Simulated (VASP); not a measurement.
# FePb (Pm-3m) in VASP: notebook

FePb is run at these levels: PBE; tasks: single point.

Program: VASP 6.6.1. These are calculated values, not measurements. Logs are shortened: lines on timing, memory, paths and dates and some standing lists are left out, and cuts for length are marked.

## 1. The cell of the first run

It takes space group Pm-3m (No. 221, cubic). The conventional cell has a = 3.399 Å, b = 3.399 Å, c = 3.399 Å, α = 90.00°, β = 90.00°, γ = 90.00°. Fe (site symmetry m-3m) has 8 Pb at 2.94 Å and 6 Fe at 3.40 Å within 3.9 Å. Within 3.9 Å of Pb (site symmetry m-3m) lie 8 Fe at 2.94 Å and 6 Pb at 3.40 Å.

## 2. Single point, PBE, collinear spin, ferromagnetic start

INCAR reads:

```
SYSTEM = FePb
ALGO = Fast
EDIFF = 1E-6
ENCUT = 520
GGA = PE
ISIF = 2
ISMEAR = 0
ISPIN = 2
LASPH = .True.
LCHARG = .True.
LELF = .True.
LMAXMIX = 4
LORBIT = 11
LREAL = .False.
LVHAR = .True.
LWAVE = .False.
MAGMOM = 4.5 0
NBANDS = 22
NELM = 150
PREC = Accurate
SIGMA = 0.1
```

KPOINTS reads:

```
k-points
0
Gamma
  12 12 12
  0 0 0
```

POSCAR reads:

```
FePb
1.0
    3.3986417989      0.0000000000      0.0000000000
    0.0000000000      3.3986417989      0.0000000000
    0.0000000000      0.0000000000      3.3986417989
Fe Pb
1 1
Direct
    0.0000000000      0.0000000000      0.0000000000
    0.5000000000      0.5000000000      0.5000000000
```

Potentials or basis: VASP PAW PBE potentials, release 64 (Fe, Pb_d).

Run with:

```sh
cat potpaw_PBE.64/Fe/POTCAR potpaw_PBE.64/Pb_d/POTCAR > POTCAR
mpirun -np 1 vasp_std > vasp.out
```

OUTCAR:

```text
SYSTEM = FePb
   EDIFF = 1E-6
   ENCUT = 520
   GGA = PE
   ISIF = 2
   ISMEAR = 0
   ISPIN = 2
   LASPH = .True.
   LORBIT = 11
   LREAL = .False.
   NELM = 150
   PREC = Accurate

 ion  position               nearest neighbor table
   1  0.000  0.000  0.000-   2 2.94   2 2.94   2 2.94   2 2.94   2 2.94   2 2.94   2 2.94   2 2.94

   2  0.500  0.500  0.500-   1 2.94   1 2.94   1 2.94   1 2.94   1 2.94   1 2.94   1 2.94   1 2.94

  LATTYP: Found a simple cubic cell.
 ALAT       =     3.3986417989

  Lattice vectors:

 A1 = (   3.3986417989,   0.0000000000,   0.0000000000)
 A2 = (   0.0000000000,   3.3986417989,   0.0000000000)
 A3 = (   0.0000000000,   0.0000000000,   3.3986417989)

Analysis of symmetry for initial positions (statically):
=====================================================================
 Subroutine PRICEL returns:
 Original cell was already a primitive cell.

 Routine SETGRP: Setting up the symmetry group for a
 simple cubic supercell.

 Subroutine GETGRP returns: Found 48 space group operations
 (whereof 48 operations were pure point group operations)
 out of a pool of 48 trial point group operations.

The static configuration has the point symmetry O_h .

Analysis of symmetry for dynamics (positions and initial velocities):
=====================================================================
 Subroutine PRICEL returns:
 Original cell was already a primitive cell.

 Routine SETGRP: Setting up the symmetry group for a
 simple cubic supercell.

 Subroutine GETGRP returns: Found 48 space group operations
 (whereof 48 operations were pure point group operations)
 out of a pool of 48 trial point group operations.

The dynamic configuration has the point symmetry O_h .

Analysis of structural, dynamic, and magnetic symmetry:
=====================================================================
 Subroutine PRICEL returns:
 Original cell was already a primitive cell.

 Routine SETGRP: Setting up the symmetry group for a
 simple cubic supercell.

 Subroutine GETGRP returns: Found 48 space group operations
 (whereof 48 operations were pure point group operations)
 out of a pool of 48 trial point group operations.

The overall configuration has the point symmetry O_h .

 Subroutine INISYM returns: Found 48 space group operations
 (whereof 48 operations are pure point group operations),
 and found     1 'primitive' translations

----------------------------------------------------------------------------------------

                                     Primitive cell

  volume of cell :      39.2569

  direct lattice vectors                    reciprocal lattice vectors
     3.398641799  0.000000000  0.000000000     0.294235185  0.000000000  0.000000000
     0.000000000  3.398641799  0.000000000     0.000000000  0.294235185  0.000000000
     0.000000000  0.000000000  3.398641799     0.000000000  0.000000000  0.294235185

  length of vectors
     3.398641799  3.398641799  3.398641799     0.294235185  0.294235185  0.294235185

  position of ions in fractional coordinates (direct lattice)
     0.000000000  0.000000000  0.000000000
     0.500000000  0.500000000  0.500000000

  ion indices of the primitive-cell ions
   primitive index   ion index
                 1           1
                 2           2

----------------------------------------------------------------------------------------

 KPOINTS: k-points

Automatic generation of k-mesh.
 Grid dimensions read from file:
 generate k-points for:   12   12   12

 Generating k-lattice:

  Cartesian coordinates                     Fractional coordinates (reciprocal lattice)
     0.024519599  0.000000000  0.000000000     0.083333333  0.000000000  0.000000000
     0.000000000  0.024519599  0.000000000     0.000000000  0.083333333  0.000000000
     0.000000000  0.000000000  0.024519599     0.000000000  0.000000000  0.083333333

  Length of vectors
     0.024519599  0.024519599  0.024519599

  Shift w.r.t. Gamma in fractional coordinates (k-lattice)
     0.000000000  0.000000000  0.000000000

 Subroutine IBZKPT returns following result:
 ===========================================

 Found     84 irreducible k-points:

 Following reciprocal coordinates:
            Coordinates               Weight
  0.000000  0.000000  0.000000      1.000000
  0.083333  0.000000  0.000000      6.000000
  0.166667  0.000000  0.000000      6.000000
  0.250000  0.000000  0.000000      6.000000
  0.333333  0.000000  0.000000      6.000000
  0.416667  0.000000  0.000000      6.000000
[... 16 lines left out ...]
  0.333333  0.333333  0.000000     12.000000
  0.416667  0.333333  0.000000     24.000000
 [... further k-points ...]
   k-points           NKPTS =     84   k-points in BZ     NKDIM =     84   number of bands    NBANDS=     22
   number of dos      NEDOS =    301   number of ions     NIONS =      2
   total plane-waves  NPLWV =  21952
   dimension x,y,z NGX =    28 NGY =   28 NGZ =   28
   dimension x,y,z NGXF=    56 NGYF=   56 NGZF=   56
   ions per type =               1   1
   NGX,Y,Z   is equivalent  to a cutoff of  13.70, 13.70, 13.70 a.u.
   NGXF,Y,Z  is equivalent  to a cutoff of  27.39, 27.39, 27.39 a.u.
 SYSTEM =  FePb
   PREC   = accura    normal or accurate (medium, high low for compatibility)
   ISTART =      0    job   : 0-new  1-cont  2-samecut
   ICHARG =      2    charge: 1-file 2-atom 10-const
   ISPIN  =      2    spin polarized calculation?
   LNONCOLLINEAR =      F non collinear calculations
   LSORBIT =      F    spin-orbit coupling
   LASPH  =      T    aspherical Exc in radial PAW
   ENCUT  =  520.0 eV  38.22 Ry    6.18 a.u.   6.32  6.32  6.32*2*pi/ulx,y,z
   NELM   =    150;   NELMIN=  2; NELMDL= -5     # of ELM steps
   EDIFF  = 0.1E-05   stopping-criterion for ELM
   LREAL  =      F    real-space projection
   EDIFFG = 0.1E-04   stopping-criterion for IOM
   NSW    =      0    number of steps for IOM
   IBRION =     -1    ionic relax: 0-MD 1-quasi-New 2-CG
   NFREE  =      0    steps in history (QN), initial steepest desc. (CG)
   ISIF   =      2    stress and relaxation
   ISYM   =      2    0-nonsym 1-usesym 2-fastsym
   POTIM  = 0.5000    time-step for ionic-motion
   TEBEG  =    0.0;   TEEND  =   0.0 temperature during run
   PSTRESS=    0.0 pullay stress
   NELECT =      22.0000    total number of electrons
   NUPDOWN=      -1.0000    fix difference up-down
   EMIN   =  10.00;   EMAX   =-10.00  energy-range for DOS
   EFERMI =   0.00;   METHOD = LEGACY
   ISMEAR =     0;   SIGMA  =   0.10  broadening in eV -4-tet -1-fermi 0-gaus
   EFERMI_NEDOS =   21; number of points for ismear=-14 and -15
   IALGO  =     68    algorithm
   IMIX   =      4    mixing-type and parameters
     AMIX     =   0.40;   BMIX     =  1.00
     AMIX_MAG =   1.60;   BMIX_MAG =  1.00
  volume/ion in A,a.u.               =      19.63       132.46
  Fermi-wavevector in a.u.,A,eV,Ry     =   1.349720  2.550601 24.786331  1.821744
  Thomas-Fermi vector in A             =   2.477284
   LORBIT       =     11    0 simple, 1 ext, 2 COOP (PROOUT), +10 PAW based schemes
   GGA     = PE    functional components
   LHFCALC =     F    Hartree Fock is set to
   AEXX    =    0.0000 exact exchange contribution
   IVDW    =     0    specifies the selected vdW correction
   LEPSILON=     F    determine dielectric tensor
   LRPA    =     F    only Hartree local field effects (RPA)
 spin polarized calculation
 RMM-DIIS sequential band-by-band and
 Gauss-broadening in eV      SIGMA  =   0.10
  energy-cutoff  :      520.00
  volume of cell :       39.26
 maximum number of plane-waves:      1074
 NGX is ok and might be reduce to    28
   NGX = 13   NGY = 13   NGZ = 13

 number of electron      21.9999992 magnetization       2.5598105

 Free energy of the ion-electron system (eV)
  ---------------------------------------------------
  ext. energy  EPLUGINS =         0.00000000
  ---------------------------------------------------
  free energy    TOTEN  =       -10.43627379 eV

  energy without entropy =      -10.42625647  energy(sigma->0) =      -10.43126513

 E-fermi :   7.6802     XC(G=0): -11.4261

 val. band max:        7.6672589946   @ k =   0.1667   0.1667   0.0000
 cond. band min:       7.7025123606   @ k =   0.5000   0.3333   0.0833
 fundamental gap:      0.0352533659
 Fermi energy:         7.6802198232

 spin component 1

 k-point     1 :       0.0000    0.0000    0.0000
  band No.  band energies     occupation
      1      -9.3237      1.00000
      2      -9.3237      1.00000
      3      -8.9628      1.00000
      4      -8.9628      1.00000
      5      -8.9628      1.00000
      6      -4.1094      1.00000
[... 14 lines left out ...]
     21      23.9238      0.00000
     22      23.9238      0.00000
[... 552 lines left out ...]
  band No.  band energies     occupation
      1      -9.2019      1.00000
      2      -9.1811      1.00000
      3      -9.0628      1.00000
      4      -9.0398      1.00000
      5      -8.8811      1.00000
      6      -0.9625      1.00000
[... 14 lines left out ...]
     21      23.4788      0.00000
     22      24.0124      0.00000

 [... further k-points ...]

 spin component 2

 k-point     1 :       0.0000    0.0000    0.0000
  band No.  band energies     occupation
      1      -9.3382      1.00000
      2      -9.3382      1.00000
      3      -8.9708      1.00000
      4      -8.9708      1.00000
      5      -8.9708      1.00000
      6      -4.1465      1.00000
[... 14 lines left out ...]
     21      24.3826      0.00000
     22      24.3828      0.00000
[... 552 lines left out ...]
  band No.  band energies     occupation
      1      -9.2120      1.00000
      2      -9.1939      1.00000
      3      -9.0719      1.00000
      4      -9.0488      1.00000
      5      -8.8890      1.00000
      6      -0.9874      1.00000
[... 14 lines left out ...]
     21      23.7538      0.00000
     22      24.2993      0.00000

 [... further k-points ...]
[... 5 lines left out ...]
  --------------------------------------------------------------------------------------
  -------------------------------------------------------------------------------------
  Total       -0.0394369     -0.0394369     -0.0394369      0.0000000      0.0000000     -0.0000000
  in kB       -1.6095247     -1.6095247     -1.6095247      0.0000000      0.0000000     -0.0000000
  external PRESSURE =      -1.6095247 kB  Pullay stress =       0.0000000 kB

 VOLUME and BASIS-vectors are now :
 -----------------------------------------------------------------------------
  energy-cutoff  :      520.00
  volume of cell :       39.26
      direct lattice vectors                 reciprocal lattice vectors
     3.398641799  0.000000000  0.000000000     0.294235185  0.000000000  0.000000000
     0.000000000  3.398641799  0.000000000     0.000000000  0.294235185  0.000000000
     0.000000000  0.000000000  3.398641799     0.000000000  0.000000000  0.294235185

 POSITION                                       TOTAL-FORCE (eV/Angst)
 -----------------------------------------------------------------------------------
      0.00000      0.00000      0.00000         0.000000      0.000000      0.000000
      1.69932      1.69932      1.69932         0.000000      0.000000      0.000000
 -----------------------------------------------------------------------------------
    total drift:                                0.000000      0.000000      0.000000

  FREE ENERGIE OF THE ION-ELECTRON SYSTEM (eV)
  ---------------------------------------------------
  free  energy   TOTEN  =       -10.4362737924 eV

  energy  without entropy=      -10.4262564736  energy(sigma->0) =      -10.43126513

 total charge

# of ion       s       p       d       tot
------------------------------------------
    1        0.332   0.251   6.246   6.829
    2        1.314   0.940   9.829  12.083
--------------------------------------------------
tot          1.645   1.192  16.075  18.912

 magnetization (x)

# of ion       s       p       d       tot
------------------------------------------
    1        0.029   0.007   2.632   2.667
    2        0.029  -0.086   0.002  -0.055
--------------------------------------------------
tot          0.059  -0.080   2.633   2.612
```

Wall time 2.6 min (1 thread of Intel Xeon Platinum 8488C (Sapphire Rapids), shared host); peak memory 0.25 GiB.

Results:

```
Free energy                                           : -10.4363 eV
Pressure                                              : -0.2 GPa
Net moment                                            : 2.56 μB per cell
Site moments                                          : Fe +2.67; Pb -0.06 μB
Valence electrons inside the program's atomic spheres : Fe 6.83; Pb 12.08
```

Caveat: spin-orbit coupling is left out, which moves the levels of the heavy elements.

## 3. Single point, PBE, collinear spin, ferromagnetic start

INCAR reads:

```
SYSTEM = FePb
PREC = Accurate
ENCUT = 520
EDIFF = 1E-6
ISMEAR = 0
SIGMA = 0.1
LREAL = .FALSE.
LASPH = .TRUE.
NELM = 150
ALGO = Normal
ISIF = 2
LWAVE = .FALSE.
LCHARG = .TRUE.
ISPIN = 2
MAGMOM = 0.5 0
LORBIT = 11
LMAXMIX = 4
GGA = PE
LELF = .TRUE.
LVHAR = .TRUE.
NBANDS = 22
```

KPOINTS reads:

```
regular mesh
0
G
  12 12 12
  0 0 0
```

POSCAR is that of step 2.

Potentials or basis: VASP PAW PBE potentials, release 64 (Fe, Pb_d).

Run with:

```sh
cat potpaw_PBE.64/Fe/POTCAR potpaw_PBE.64/Pb_d/POTCAR > POTCAR
mpirun -np 1 vasp_std > vasp.out
```

Wall time 3.2 min (1 thread of Intel Xeon Platinum 8488C (Sapphire Rapids), shared host); peak memory 0.25 GiB.

Results (log left out):

```
Free energy                                           : -9.9481 eV
Pressure                                              : -10.0 GPa
Band gap on the k mesh                                : zero (filled and empty bands overlap)
Net moment                                            : 0.01 μB per cell
Valence electrons inside the program's atomic spheres : Fe 6.91; Pb 12.02
```

Levels at points of the mesh, in eV from the Fermi level:
Spin up:
```tsv
k point	band 9	band 10	band 11	band 12	band 13	band 14
(0.00, 0.00, 0.00)	-0.19	-0.19	-0.19	2.71	2.71	2.71
(0.50, 0.00, 0.00)	-0.98	-0.98	-0.24	0.20	6.67	6.67
(0.50, 0.50, 0.00)	-1.35	-0.45	-0.45	0.11	0.46	1.79
(0.50, 0.50, 0.50)	-2.94	0.13	0.13	2.78	2.78	2.78
```
Spin down:
```
           k point  band 7  band 8  band 9  band 10  band 11  band 12  band 13  band 14  band 15  band 16
(0.00, 0.00, 0.00)   -1.21   -1.21   -0.18    -0.18    -0.18     2.71     2.71     2.71     4.89     8.76
(0.50, 0.00, 0.00)   -5.65   -1.18   -0.98    -0.98    -0.23     0.22     6.67     6.67     7.59     9.23
(0.50, 0.50, 0.00)   -3.08   -3.08   -1.34    -0.44    -0.44     0.13     0.46     1.80     7.37    10.01
(0.50, 0.50, 0.50)   -2.94   -2.94   -2.94     0.15     0.15     2.78     2.78     2.78     3.03     3.03
```

Caveat: the cell stands under tension; spin-orbit coupling is left out, which moves the levels of the heavy elements.
